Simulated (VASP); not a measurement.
## Sr3Al2O: relaxation of cell and atoms with PBE

Sr3Al2O:

```
Sr Al O
1.0
     3.61249    2.08567    3.63138
    -3.61249    2.08567    3.63138
     0.00000   -4.17134    3.63138
Sr Al O
3 2 1
Direct
  0.00000 0.50000 0.50000
  0.50000 0.50000 0.00000
  0.50000 0.00000 0.50000
  0.10986 0.10986 0.10986
  0.89014 0.89014 0.89014
  0.50000 0.50000 0.50000
```

The cell was built from a structure type or drawn by symmetry, and may not be a known phase.

```json
{"Program": "VASP 6.6.1", "Task": "relaxation of cell and atoms", "Functional": "PBE", "Potentials or basis": "VASP PAW PBE potentials, release 64 (Sr_sv, Al, O)", "Cutoff": "600 eV", "k mesh": "6 × 6 × 6", "Occupations": "gaussian, width 0.1 eV", "Spin": "no spin polarisation", "Dipole correction": "no", "Further INCAR settings": "ALGO = Normal; EDIFF = 1e-06; IBRION = 2; EDIFFG = -0.01; NSW = 100; ISIF = 3"}
```

```json
{
  "Relaxed volume": "27.35 Å³/atom",
  "Relaxed cell": "a = 5.529 Å, b = 5.529 Å, c = 5.529 Å, α = 81.60°, β = 81.60°, γ = 81.60°",
  "Space group after relaxing (to 0.1 Å)": "R-3m (No. 166)",
  "Energy gained by relaxing": "0.0 meV/atom",
  "Ionic steps": "2",
  "Pressure after relaxing": "0.0 GPa",
  "Largest force after relaxing": "0.007 eV/Å",
  "Band gap on the k mesh": "zero (bands 21 and 22 overlap by 0.37 eV)"
}
```

Forces in eV/Å, atoms in the order of the input:
```
Sr   0.000  0.000  0.000
Sr   0.000  0.000  0.000
Sr   0.000  0.000  0.000
Al   0.000  0.000  0.007
Al   0.000  0.000 -0.007
O    0.000  0.000  0.000
```

Final structure:
```
Sr Al O
1.0
     3.61296    2.08595    3.62886
    -3.61296    2.08595    3.62886
     0.00000   -4.17189    3.62886
Sr Al O
3 2 1
Direct
  0.00000 0.50000 0.50000
  0.50000 0.50000 0.00000
  0.50000 0.00000 0.50000
  0.10971 0.10971 0.10971
  0.89029 0.89029 0.89029
  0.50000 0.50000 0.50000
```

Levels at points of the mesh, in eV from the Fermi level:
```tsv
k point	band 19	band 20	band 21	band 22	band 23	band 24
(0.00, 0.00, 0.00)	-1.31	-0.82	-0.82	0.41	0.41	1.37
(0.50, 0.00, 0.00)	-1.23	-0.49	-0.23	0.11	1.29	2.16
(0.50, 0.50, 0.00)	-1.49	-0.72	-0.48	0.62	1.43	2.14
(0.50, 0.50, 0.50)	-1.42	-0.94	-0.94	0.85	0.85	2.55
```

Run time: 4.3 min on 1 thread of Intel Xeon 8259CL, with other jobs on the host, peak memory 0.44 GiB.
